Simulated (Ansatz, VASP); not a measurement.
Two plane-wave programs on Zr3MoC

Contents of INCAR:

```
SYSTEM = Zr3MoC
PREC = Accurate
ENCUT = 900
EDIFF = 1E-7
ISMEAR = -1
SIGMA = 0.05
LREAL = .FALSE.
LASPH = .TRUE.
NELM = 60
ALGO = Normal
ISIF = 2
LWAVE = .FALSE.
LCHARG = .FALSE.
LMAXMIX = 4
GGA = PE
```

The input KPOINTS:

```
Automatic mesh
0
G
  5 5 5
  0 0 0
```

File POSCAR:

```
Zr3MoC
1.0
    4.9425100000      0.0000000000      0.0000000000
    0.0000000000      4.9425100000      0.0000000000
    0.0000000000      0.0000000000      4.9425100000
Zr Mo C
3 1 1
Direct
    0.5000000000      0.0000000000      0.0000000000
    0.0000000000      0.5000000000      0.0000000000
    0.0000000000      0.0000000000      0.5000000000
    0.0000000000      0.0000000000      0.0000000000
    0.5000000000      0.5000000000      0.5000000000
```

KPOINTS_OPT

```
path GXMGRX,MR
20
line-mode
reciprocal
 0.0000000000  0.0000000000  0.0000000000  G
 0.0000000000  0.5000000000  0.0000000000  X

 0.0000000000  0.5000000000  0.0000000000  X
 0.5000000000  0.5000000000  0.0000000000  M

 0.5000000000  0.5000000000  0.0000000000  M
 0.0000000000  0.0000000000  0.0000000000  G

 0.0000000000  0.0000000000  0.0000000000  G
 0.5000000000  0.5000000000  0.5000000000  R

 0.5000000000  0.5000000000  0.5000000000  R
 0.0000000000  0.5000000000  0.0000000000  X

 0.5000000000  0.5000000000  0.0000000000  M
 0.5000000000  0.5000000000  0.5000000000  R
```

input.yaml

```yaml
crystal:
  lattice:
    - [4.94251, 0.0, 0.0]
    - [0.0, 4.94251, 0.0]
    - [0.0, 0.0, 4.94251]
  atoms:
    - { symbol: Zr, position: [0.5, 0.0, 0.0] }
    - { symbol: Zr, position: [0.0, 0.5, 0.0] }
    - { symbol: Zr, position: [0.0, 0.0, 0.5] }
    - { symbol: Mo, position: [0.0, 0.0, 0.0] }
    - { symbol: C, position: [0.5, 0.5, 0.5] }
hamiltonian:
  xc: pbe
  pseudopotentials: { kind: paw }
kpoints:
  mp_grid: { grid: [5, 5, 5] }
  band_path:
    path:
      - [[0.0, 0.0, 0.0], [0.0, 0.5, 0.0], [0.5, 0.5, 0.0], [0.0, 0.0, 0.0], [0.5, 0.5, 0.5], [0.0, 0.5, 0.0]]
      - [[0.5, 0.5, 0.0], [0.5, 0.5, 0.5]]
    npoints: 14
scf:
  occupations: { method: fermi_dirac, width: 0.05 }
  n_extra_bands: 12
output:
  forces: true
  stress: true
  eigenvalues: true
  fatbands: false
```

Alike in both runs: task band structure; functional PBE; k mesh 5 × 5 × 5; occupations fermi-dirac, width 0.05 eV; no spin polarisation.

|  | VASP | Ansatz |
| --- | --- | --- |
| version | VASP 6.6.1 | Ansatz 0.2.0 |
| potentials or method | VASP PAW PBE potentials, release 64 (Zr_sv, Mo_sv, C_s) | Ansatz PAW |
| plane-wave cutoff (eV) | 900 | 420 |
| valence electrons in the cell | 54 | 54 |

VASP gave:

- gap on the k mesh at the Fermi level (eV): none
- pressure (GPa): 1.0

Problem. Which values does Ansatz return?

Solution. gap on the k mesh at the Fermi level (eV): none; pressure (GPa): 0.8.

A gap of «none» marks a metal or a gap that the smearing closes.
